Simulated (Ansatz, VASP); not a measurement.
# Pt: VASP beside Ansatz

The input INCAR:

```
ALGO     = Normal         # electronic algorithm
EDIFF    = 1E-6           # SCF threshold, eV
ENCUT    = 520            # plane-wave cutoff, eV
GGA      = PS             # functional
ISIF     = 2              # what is computed and relaxed
ISMEAR   = 0              # smearing method
LASPH    = T              # aspherical terms in the spheres
LCHARG   = F              # write CHGCAR
LREAL    = F              # projectors in reciprocal space
LWAVE    = F              # write WAVECAR
NBANDS   = 11             # bands
NELM     = 80             # most SCF steps
PREC     = Accurate       # precision mode
SIGMA    = 0.15           # smearing width, eV
```

Contents of KPOINTS:

```
k-points
0
Gamma
  16 16 16
```

POSCAR

```
Pt
1.0
   -1.5604706009      1.5604706009      1.5604706009
    1.5604706009     -1.5604706009      1.5604706009
    1.5604706009      1.5604706009     -1.5604706009
Pt
1
Direct
    0.0000000000      0.0000000000      0.0000000000
```

Input for Ansatz:

```yaml
crystal:
  lattice:
    - [-1.5604706009, 1.5604706009, 1.5604706009]
    - [1.5604706009, -1.5604706009, 1.5604706009]
    - [1.5604706009, 1.5604706009, -1.5604706009]
  atoms:
    - { symbol: Pt, position: [0.0, 0.0, 0.0] }
basis:
  ecutwfc: 420
kpoints:
  mp_grid: { grid: [16, 16, 16] }
hamiltonian:
  xc: pbesol
scf:
  occupations: { method: gaussian, width: 0.15 }
output:
  forces: true
  stress: true
  eigenvalues: true
```

Alike in both runs: task single point; functional PBEsol; k mesh 16 × 16 × 16; occupations gaussian, width 0.15 eV; no spin polarisation.

|  | VASP | Ansatz |
| --- | --- | --- |
| version | VASP 6.6.1 | Ansatz 0.2.0 |
| potentials or method | VASP PAW PBE potentials, release 64 (Pt), cutoff 520 eV | scalar-relativistic, plane waves, PAW |
| valence electrons in the cell | 10 | 18 |

```tsv
	VASP	Ansatz	Ansatz less VASP
gap on the k mesh at the Fermi level (eV)	none	none	-
pressure (GPa)	0.0	0.3	+0.38
```

VASP's potentials were made for PBE, not for PBEsol. A gap of «none» marks a metal or a gap that the smearing closes. With one functional, cell and mesh, what is left measures potentials, basis and numerics. VASP's potentials hold 10 valence electrons a cell and Ansatz's 18, so a difference there can come from the potentials and not from the codes.

Neither program's run includes spin-orbit coupling.
